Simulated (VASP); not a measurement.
# I (Fmmm) in VASP: notebook

I is run at these levels: LDA; tasks: single point.

All numbers are computed with VASP 6.6.1; they aren't measurements. Logs are shortened: lines on timing, memory, paths and dates and some standing lists are left out, and cuts for length are marked.

**1. The cell of the first run**

Symmetry: Fmmm, No. 69, orthorhombic system. The conventional cell has a = 4.384 Å, b = 4.731 Å, c = 7.820 Å, α = 90.00°, β = 90.00°, γ = 90.00°. I (site symmetry mmm) has 4 I at 3.23 Å within 4.2 Å.

**2. Single point, LDA**

The input, INCAR:

```
SYSTEM = I
PREC     = Accurate       ! precision mode
ENCUT    = 520            ! plane-wave cutoff, eV
EDIFF    = 1E-7           ! SCF threshold, eV
ISMEAR   = -1             ! smearing method
SIGMA    = 0.05           ! smearing width, eV
LREAL    = .False.        ! projectors in reciprocal space
LASPH    = .True.         ! aspherical terms in the spheres
NELM     = 60             ! most SCF steps
ALGO     = Normal         ! electronic algorithm
ISIF     = 2              ! what is computed and relaxed
LWAVE    = .False.        ! write WAVECAR
LCHARG   = .True.         ! write CHGCAR
GGA      = CA             ! functional
LELF     = .True.         ! ELF
LVHAR    = .True.       
NBANDS   = 10             ! bands
```

The input, KPOINTS:

```
Automatic mesh
0
Gamma
  8 8 8
  0 0 0
```

The input, POSCAR:

```
I
1.0
    0.0000000000      2.3656004428      3.9098401324
    2.1922454667      0.0000000000      3.9098401324
    2.1922454667      2.3656004428      0.0000000000
I
1
Direct
    0.0000000000      0.0000000000      0.0000000000
```

Potentials or basis: VASP PAW LDA potentials, release 64 (I).

Command:

```
> cat potpaw_LDA.64/I/POTCAR > POTCAR
> mpirun -np 1 vasp_std > vasp.out
```

OUTCAR:

```text
SYSTEM = I
   PREC = Accurate
   ENCUT = 520
   EDIFF = 1E-7
   ISMEAR = -1
   LREAL = .False.
   LASPH = .True.
   NELM = 60
   ISIF = 2
   GGA = CA

 ion  position               nearest neighbor table
   1  0.000  0.000  0.000-

  LATTYP: Found a face centered orthorhombic cell.
 ALAT       =     4.3844909334
 B/A-ratio  =     1.0790764441
 C/A-ratio  =     1.7834864717

  Lattice vectors:

 A1 = (   0.0000000000,   2.3656004428,   3.9098401324)
 A2 = (   2.1922454667,   0.0000000000,   3.9098401324)
 A3 = (   2.1922454667,   2.3656004428,   0.0000000000)

Analysis of symmetry for initial positions (statically):
=====================================================================
 Subroutine PRICEL returns:
 Original cell was already a primitive cell.

 Routine SETGRP: Setting up the symmetry group for a
 face centered orthorhombic supercell.

 Subroutine GETGRP returns: Found  8 space group operations
 (whereof  8 operations were pure point group operations)
 out of a pool of  8 trial point group operations.

The static configuration has the point symmetry D_2h.

Analysis of symmetry for dynamics (positions and initial velocities):
=====================================================================
 Subroutine PRICEL returns:
 Original cell was already a primitive cell.

 Routine SETGRP: Setting up the symmetry group for a
 face centered orthorhombic supercell.

 Subroutine GETGRP returns: Found  8 space group operations
 (whereof  8 operations were pure point group operations)
 out of a pool of  8 trial point group operations.

The dynamic configuration has the point symmetry D_2h.

 Subroutine INISYM returns: Found  8 space group operations
 (whereof  8 operations are pure point group operations),
 and found     1 'primitive' translations

----------------------------------------------------------------------------------------

                                     Primitive cell

  volume of cell :      40.5527

  direct lattice vectors                    reciprocal lattice vectors
     0.000000000  2.365600443  3.909840132    -0.228076649  0.211362828  0.127882467
     2.192245467  0.000000000  3.909840132     0.228076649 -0.211362828  0.127882467
     2.192245467  2.365600443  0.000000000     0.228076649  0.211362828 -0.127882467

  length of vectors
     4.569782852  4.482498193  3.225214046     0.336224818  0.336224818  0.336224818

  position of ions in fractional coordinates (direct lattice)
     0.000000000  0.000000000  0.000000000

  ion indices of the primitive-cell ions
   primitive index   ion index
                 1           1

----------------------------------------------------------------------------------------

 KPOINTS: Automatic mesh

Automatic generation of k-mesh.
 Grid dimensions read from file:
 generate k-points for:    8    8    8

 Generating k-lattice:

  Cartesian coordinates                     Fractional coordinates (reciprocal lattice)
    -0.028509581  0.026420354  0.015985308     0.125000000  0.000000000  0.000000000
     0.028509581 -0.026420354  0.015985308     0.000000000  0.125000000  0.000000000
     0.028509581  0.026420354 -0.015985308     0.000000000  0.000000000  0.125000000

  Length of vectors
     0.042028102  0.042028102  0.042028102

  Shift w.r.t. Gamma in fractional coordinates (k-lattice)
     0.000000000  0.000000000  0.000000000

 Subroutine IBZKPT returns following result:
 ===========================================

 Found     95 irreducible k-points:

 Following reciprocal coordinates:
            Coordinates               Weight
  0.000000  0.000000  0.000000      1.000000
  0.125000  0.000000  0.000000      8.000000
  0.250000  0.000000  0.000000      8.000000
  0.375000 -0.000000  0.000000      8.000000
  0.500000  0.000000  0.000000      4.000000
  0.125000  0.125000  0.000000      2.000000
[... 16 lines left out ...]
  0.250000  0.000000  0.125000      8.000000
  0.375000  0.000000  0.125000      8.000000
 [... further k-points ...]
   k-points           NKPTS =     95   k-points in BZ     NKDIM =     95   number of bands    NBANDS=     10
   number of dos      NEDOS =    301   number of ions     NIONS =      1
   total plane-waves  NPLWV =  31104
   dimension x,y,z NGX =    36 NGY =   36 NGZ =   24
   dimension x,y,z NGXF=    72 NGYF=   72 NGZF=   48
   ions per type =               1
   NGX,Y,Z   is equivalent  to a cutoff of  13.10, 13.35, 12.37 a.u.
   NGXF,Y,Z  is equivalent  to a cutoff of  26.19, 26.70, 24.74 a.u.
 SYSTEM =  I
   PREC   = accura    normal or accurate (medium, high low for compatibility)
   ISTART =      0    job   : 0-new  1-cont  2-samecut
   ICHARG =      2    charge: 1-file 2-atom 10-const
   ISPIN  =      1    spin polarized calculation?
   LNONCOLLINEAR =      F non collinear calculations
   LSORBIT =      F    spin-orbit coupling
   LASPH  =      T    aspherical Exc in radial PAW
   ENCUT  =  520.0 eV  38.22 Ry    6.18 a.u.   8.50  8.33  6.00*2*pi/ulx,y,z
   NELM   =     60;   NELMIN=  2; NELMDL= -5     # of ELM steps
   EDIFF  = 0.1E-06   stopping-criterion for ELM
   LREAL  =      F    real-space projection
   EDIFFG = 0.1E-05   stopping-criterion for IOM
   NSW    =      0    number of steps for IOM
   IBRION =     -1    ionic relax: 0-MD 1-quasi-New 2-CG
   NFREE  =      0    steps in history (QN), initial steepest desc. (CG)
   ISIF   =      2    stress and relaxation
   ISYM   =      2    0-nonsym 1-usesym 2-fastsym
   POTIM  = 0.5000    time-step for ionic-motion
   TEBEG  =    0.0;   TEEND  =   0.0 temperature during run
   PSTRESS=    0.0 pullay stress
   NELECT =       7.0000    total number of electrons
   NUPDOWN=      -1.0000    fix difference up-down
   EMIN   =  10.00;   EMAX   =-10.00  energy-range for DOS
   EFERMI =   0.00;   METHOD = LEGACY
   ISMEAR =    -1;   SIGMA  =   0.05  broadening in eV -4-tet -1-fermi 0-gaus
   EFERMI_NEDOS =   21; number of points for ismear=-14 and -15
   IALGO  =     38    algorithm
   IMIX   =      4    mixing-type and parameters
     AMIX     =   0.40;   BMIX     =  1.00
     AMIX_MAG =   1.60;   BMIX_MAG =  1.00
  volume/ion in A,a.u.               =      40.55       273.66
  Fermi-wavevector in a.u.,A,eV,Ry     =   0.911523  1.722529 11.304731  0.830874
  Thomas-Fermi vector in A             =   2.035812
   LORBIT       =      0    0 simple, 1 ext, 2 COOP (PROOUT), +10 PAW based schemes
   GGA     = CA    functional components
   LHFCALC =     F    Hartree Fock is set to
   AEXX    =    0.0000 exact exchange contribution
   IVDW    =     0    specifies the selected vdW correction
   LEPSILON=     F    determine dielectric tensor
   LRPA    =     F    only Hartree local field effects (RPA)
 non-spin polarized calculation
  energy-cutoff  :      520.00
  volume of cell :       40.55
 maximum number of plane-waves:      1110
 NGX is ok and might be reduce to    36
   NGX = 17   NGY = 17   NGZ = 11

 number of electron       7.0000000 magnetization

 Free energy of the ion-electron system (eV)
  ---------------------------------------------------
  ext. energy  EPLUGINS =         0.00000000
  ---------------------------------------------------
  free energy    TOTEN  =        -1.89785610 eV

  energy without entropy =       -1.89396646  energy(sigma->0) =       -1.89591128

 E-fermi :   3.2631     XC(G=0):  -8.6042

 val. band max:        3.1754311702   @ k =   0.2500   0.1250   0.1250
 cond. band min:       3.3365931956   @ k =  -0.3750   0.3750   0.1250
 fundamental gap:      0.1611620254
 Fermi energy:         3.2631406828

 k-point     1 :       0.0000    0.0000    0.0000
  band No.  band energies     occupation
      1     -10.5967      2.00000
      2       1.4093      2.00000
      3       4.0706      0.00000
      4       4.3493      0.00000
      5       7.5789      0.00000
      6      10.8381      0.00000
      7      11.4377      0.00000
      8      15.3818      0.00000
      9      15.5303      0.00000
     10      15.6889      0.00000

 k-point     2 :       0.1250    0.0000    0.0000
  band No.  band energies     occupation
      1     -10.4314      2.00000
      2       1.3986      2.00000
      3       2.8631      1.99933
      4       4.3217      0.00000
      5       8.0462      0.00000
      6      11.2281      0.00000
      7      12.6584      0.00000
      8      13.0089      0.00000
      9      15.7105      0.00000
     10      16.3440      0.00000

 k-point     3 :       0.2500    0.0000    0.0000
  band No.  band energies     occupation
      1      -9.9806      2.00000
      2       0.5695      2.00000
      3       1.4903      2.00000
      4       4.5771      0.00000
      5       8.8356      0.00000
      6      11.0796      0.00000
      7      11.6802      0.00000
      8      15.6625      0.00000
      9      16.2538      0.00000
     10      16.7843      0.00000

 k-point     4 :       0.3750   -0.0000    0.0000
  band No.  band energies     occupation
      1      -9.4223      2.00000
      2      -1.2058      2.00000
      3       1.5541      2.00000
      4       4.8698      0.00000
      5       8.3455      0.00000
      6      12.0041      0.00000
      7      12.2263      0.00000
      8      15.1329      0.00000
      9      16.6678      0.00000
     10      17.4294      0.00000
[... 222 lines left out ...]
 k-point    22 :       0.1250    0.0000    0.1250
  band No.  band energies     occupation
      1     -10.2995      2.00000
      2       1.6247      2.00000
      3       3.0367      1.97865
      4       3.1695      1.73350
      5       8.0859      0.00000
      6      12.5451      0.00000
      7      12.9565      0.00000
      8      13.0905      0.00000
      9      13.2091      0.00000
     10      15.9661      0.00000

 k-point    23 :       0.2500    0.0000    0.1250
  band No.  band energies     occupation
      1      -9.8746      2.00000
      2       0.8726      2.00000
      3       1.8019      2.00000
      4       3.4885      0.02182
      5       8.7762      0.00000
      6      10.9172      0.00000
      7      12.8340      0.00000
      8      13.7262      0.00000
      9      14.0597      0.00000
     10      16.5237      0.00000

 k-point    24 :       0.3750    0.0000    0.1250
  band No.  band energies     occupation
      1      -9.3173      2.00000
      2      -0.9582      2.00000
      3       1.8568      2.00000
      4       3.8002      0.00004
      5       8.6702      0.00000
      6      10.9616      0.00000
      7      12.4658      0.00000
      8      13.7042      0.00000
      9      15.3187      0.00000
     10      18.6699      0.00000

 [... further k-points ...]

------------------------ aborting loop because EDIFF is reached ----------------------------------------

  FORCE on cell =-STRESS in cart. coord.  units (eV):
  Direction    XX          YY          ZZ          XY          YZ          ZX
  --------------------------------------------------------------------------------------
  -------------------------------------------------------------------------------------
  Total       -0.6803809     -0.7965373     -0.2612837     -0.0000000      0.0000000      0.0000000
  in kB      -26.8808573    -31.4700276    -10.3229390     -0.0000000      0.0000000      0.0000000
  external PRESSURE =     -22.8912746 kB  Pullay stress =       0.0000000 kB

 VOLUME and BASIS-vectors are now :
 -----------------------------------------------------------------------------
  energy-cutoff  :      520.00
  volume of cell :       40.55
      direct lattice vectors                 reciprocal lattice vectors
     0.000000000  2.365600443  3.909840132    -0.228076649  0.211362828  0.127882467
     2.192245467  0.000000000  3.909840132     0.228076649 -0.211362828  0.127882467
     2.192245467  2.365600443  0.000000000     0.228076649  0.211362828 -0.127882467

 POSITION                                       TOTAL-FORCE (eV/Angst)
 -----------------------------------------------------------------------------------
      0.00000      0.00000      0.00000         0.000000     -0.000000      0.000000
 -----------------------------------------------------------------------------------
    total drift:                                0.000000      0.000000      0.000000

  FREE ENERGIE OF THE ION-ELECTRON SYSTEM (eV)
  ---------------------------------------------------
  free  energy   TOTEN  =        -1.8978560977 eV

  energy  without entropy=       -1.8939664599  energy(sigma->0) =       -1.89591128
```

Run time: 11 s. Hardware: 1 thread of Intel Xeon 6975P-C (Granite Rapids), shared host; peak memory 0.17 GiB.

What came out:

* Free energy: -1.8979 eV
* Pressure: -2.3 GPa

Levels at points of the mesh, in eV from the Fermi level:
```tsv
k point	band 2	band 3	band 4	band 5	band 6	band 7
(0.00, 0.00, 0.00)	-1.85	0.81	1.09	4.32	7.57	8.17
(0.50, 0.00, 0.00)	-5.18	-1.66	1.74	4.66	9.16	10.44
(0.50, 0.50, 0.00)	-4.05	0.58	0.88	7.02	7.22	10.49
(0.50, 0.00, 0.50)	-4.35	-3.43	-0.39	3.90	6.53	9.63
(0.00, 0.50, 0.50)	-4.03	-3.73	-0.69	3.84	5.67	10.39
```

Caveat: spin-orbit coupling is left out, which moves the levels of the heavy elements; an odd number of electrons without spin polarisation forces a metal; a magnetic or distorted state may lie lower.

(Part 1 of 2 ends here.)
